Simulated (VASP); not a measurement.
**BAs: relaxation of cell and atoms with PBE+D4**

Crystal: BAs.

```
B As
1.0
     0.00000    2.38850    2.38850
     2.38850    0.00000    2.38850
     2.38850    2.38850    0.00000
B As
1 1
Cartesian
  0.0000 0.0000 0.0000
  1.1943 1.1943 1.1943
```

```
Program                : VASP 6.6.1
Task                   : relaxation of cell and atoms
Functional             : PBE
Dispersion             : D4
Potentials or basis    : VASP PAW PBE potentials, release 64 (B, As)
Cutoff                 : 600 eV
k mesh                 : 8 × 8 × 8
Occupations            : gaussian, width 0.01 eV
Spin                   : no spin polarisation
Dipole correction      : no
Further INCAR settings : ALGO = Normal; EDIFF = 1e-07; IBRION = 2; EDIFFG = -0.02; NSW = 50; ISIF = 3
```

| Property | Result |
| --- | --- |
| Relaxed volume | 13.53 Å³/atom |
| Relaxed cell | a = 3.370 Å, b = 3.370 Å, c = 3.370 Å, α = 60.00°, β = 60.00°, γ = 60.00° |
| Space group after relaxing (to 0.05 Å) | F-43m (No. 216) |
| Energy gained by relaxing | 0.3 meV/atom |
| Ionic steps | 3 |
| Pressure after relaxing | 0.0 GPa |
| Band gap on the k mesh | 1.18 eV, indirect (least direct gap 3.29 eV) |
| Dispersion energy per atom | -0.378 eV |

The path:
```csv
step,energy change (eV),largest force (eV/Å),pressure (GPa),volume (Å³)
1,0.0000,0.0000,-0.98,27.25
2,-0.0003,0.0000,0.71,26.93
3,-0.0006,0.0000,0.01,27.06
```

Final structure:
```cif
data_structure
_symmetry_space_group_name_H-M 'P 1'
_symmetry_Int_Tables_number 1
_cell_length_a 3.3699
_cell_length_b 3.3699
_cell_length_c 3.3699
_cell_angle_alpha 60.000
_cell_angle_beta 60.000
_cell_angle_gamma 60.000
_cell_volume 27.06
loop_
_atom_site_label
_atom_site_type_symbol
_atom_site_fract_x
_atom_site_fract_y
_atom_site_fract_z
_atom_site_occupancy
B1 B 0.00000 0.00000 0.00000 1
As1 As 0.25000 0.25000 0.25000 1
```

Levels at points of the mesh, in eV from the valence-band top:
| k point | band 1 | band 2 | band 3 | band 4 | band 5 | band 6 | band 7 | band 8 |
| --- | --- | --- | --- | --- | --- | --- | --- | --- |
| (0.00, 0.00, 0.00) | -15.47 | 0.00 | 0.00 | 0.00 | 3.29 | 3.29 | 3.29 | 4.78 |
| (0.50, 0.00, 0.00) | -12.57 | -8.84 | -1.83 | -1.83 | 2.73 | 4.79 | 4.79 | 8.88 |
| (0.50, 0.50, 0.00) | -11.24 | -8.57 | -4.11 | -4.11 | 1.42 | 1.43 | 11.43 | 11.43 |

It took 29 s on 1 thread of Intel(R) Xeon(R) Platinum 8259CL CPU @ 2.50GHz (Skylake/Cascade Lake) (shared host), peak memory 0.16 GiB.

A k mesh can miss the band edges.
